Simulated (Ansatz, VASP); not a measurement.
## One calculation of SnO2, two programs

```
Sn O
1.0
     5.02874    0.00000    0.00000
     0.00000    5.77222    0.00000
     0.00000    0.00000    5.56364
Sn O
4 8
Direct
  0.50000 0.66734 0.75000
  0.00000 0.83266 0.25000
  0.50000 0.33266 0.25000
  0.00000 0.16734 0.75000
  0.73093 0.60502 0.07769
  0.23093 0.89498 0.92231
  0.76907 0.89498 0.57769
  0.26907 0.60502 0.42231
  0.73093 0.39498 0.57769
  0.23093 0.10502 0.42231
  0.76907 0.10502 0.07769
  0.26907 0.39498 0.92231
```

Change from the starting cell: volume 13.458 Å^3 an atom, stretch along b over the lengths across it, relative to the relaxed cell 0.9480.

Alike in both runs: task single point; functional LDA; k mesh 6 × 6 × 6; occupations gaussian, width 0.05 eV; no spin polarisation.

|  | VASP | Ansatz |
| --- | --- | --- |
| version | VASP 6.6.1 | Ansatz 0.2.0 |
| potentials or method | VASP PAW LDA potentials, release 64 (Sn_d, O), cutoff 520 eV | scalar-relativistic, plane waves, PAW |
| valence electrons in the cell | 104 | 104 |

```csv
,VASP,Ansatz,Ansatz less VASP
pressure (GPa),-21.9,-22.5,-0.67
"traceless stress, the component that is largest in VASP (GPa)",5.47,5.46,-0.002
rms of the force components (eV/Å),0.220,0.226,+0.0056
```

Ansatz warns that its potentials were made for another functional, while VASP's fit it. LDA's correlation is that of Perdew and Zunger in VASP and of Perdew and Wang (1992) in Ansatz. Atom by atom the forces differ by 0.008 eV/Å (rms over components).
